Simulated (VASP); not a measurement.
## Te3Pb4Se: single point with PBE

The system is Te3Pb4Se.

```xyz
8
Lattice="4.5935 0.0000 0.0000 0.0000 4.5935 0.0000 0.0000 0.0000 12.9610" Properties=species:S:1:pos:R:3 pbc="T T T"
Te    0.0000    0.0000    0.0000
Te    2.2967    2.2967    3.2522
Te    2.2967    2.2967    9.7088
Pb    0.0000    0.0000    9.6117
Pb    2.2967    2.2967    0.0000
Pb    0.0000    0.0000    3.3494
Pb    2.2967    2.2967    6.4805
Se    0.0000    0.0000    6.4805
```

```json
{
  "Program": "VASP 6.6.1",
  "Task": "single point",
  "Functional": "PBE",
  "Potentials or basis": "VASP PAW PBE potentials, release 64 (Te, Pb_d, Se)",
  "Cutoff": "520 eV",
  "k mesh": "8 × 8 × 4",
  "Occupations": "gaussian, width 0.02 eV",
  "Spin": "no spin polarisation",
  "Dipole correction": "no",
  "Further INCAR settings": "ALGO = Normal; EDIFF = 1e-06; NBANDS = 50"
}
```

```
Pressure               : -0.1 GPa
Largest force          : 0.005 eV/Å
Band gap on the k mesh : 0.45 eV
```

Forces in eV/Å, atoms in the order of the input:
```
Te   0.000  0.000  0.000
Te   0.000  0.000  0.005
Te   0.000  0.000 -0.005
Pb   0.000  0.000  0.002
Pb   0.000  0.000  0.000
Pb   0.000  0.000 -0.002
Pb   0.000  0.000  0.000
Se   0.000  0.000  0.000
```

Levels at points of the mesh, in eV from the valence-band top:
```
           k point  band 36  band 37  band 38  band 39  band 40  band 41  band 42  band 43  band 44  band 45
(0.00, 0.00, 0.00)    -1.49    -1.29    -1.29    -1.28    -1.18     2.38     2.52     3.53     3.96     3.96
(0.50, 0.00, 0.00)    -0.75    -0.65    -0.58    -0.03     0.00     0.45     0.86     1.35     1.36     1.49
(0.50, 0.50, 0.00)    -2.61    -2.61    -2.61    -0.49    -0.31     1.70     1.75     3.54     3.54     4.39
(0.00, 0.00, 0.50)    -1.57    -1.49    -1.49    -0.81    -0.41     2.19     2.47     3.65     3.80     3.92
(0.50, 0.00, 0.50)    -0.79    -0.77    -0.45    -0.36    -0.27     0.94     1.25     1.30     1.38     1.56
(0.50, 0.50, 0.50)    -2.86    -1.94    -1.81    -1.74    -1.61     3.46     3.47     3.69     3.77     3.86
```

It took 5 min on 1 thread of Intel(R) Xeon(R) 6975P-C (Granite Rapids), on a shared host, peak memory 0.68 GiB.

Caveat: spin-orbit coupling is left out, which moves the levels of the heavy elements. A k mesh can miss the band edges.
